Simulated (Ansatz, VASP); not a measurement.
**One calculation of CuI, two programs**

```
CELL_PARAMETERS angstrom
4.02357 0.00000 0.00000
0.00000 4.02357 0.00000
0.00000 0.00000 6.43280
ATOMIC_POSITIONS crystal
Cu 0.00000 0.00000 0.00000
Cu 0.50000 0.50000 0.00000
I 0.00000 0.50000 0.26186
I 0.50000 0.00000 0.73814
```

Alike in both runs: functional PBEsol; k mesh 4 × 4 × 4; no spin polarisation.

Ansatz relaxed the structure, and its values are those at the end. VASP's run is a single point on that final structure, the one shown.

|  | VASP | Ansatz |
| --- | --- | --- |
| version | VASP 6.6.1 | Ansatz 0.2.0 |
| potentials or method | VASP PAW PBE potentials, release 64 (Cu, I) | plane waves, PAW |
| plane-wave cutoff (eV) | 520 | 420 |
| occupations | gaussian, width 0.01 eV | fixed |
| valence electrons in the cell | 36 | 72 |

```tsv
	VASP	Ansatz	Ansatz less VASP
pressure (GPa)	0.2	0.0	-0.17
rms of the force components (eV/Å)	0.009	0.000	-0.0089
```

VASP's potentials were made for PBE, not for PBEsol. VASP's potentials hold 36 valence electrons a cell and Ansatz's 72, so a difference there can come from the potentials and not from the codes.

Neither program's run includes spin-orbit coupling.
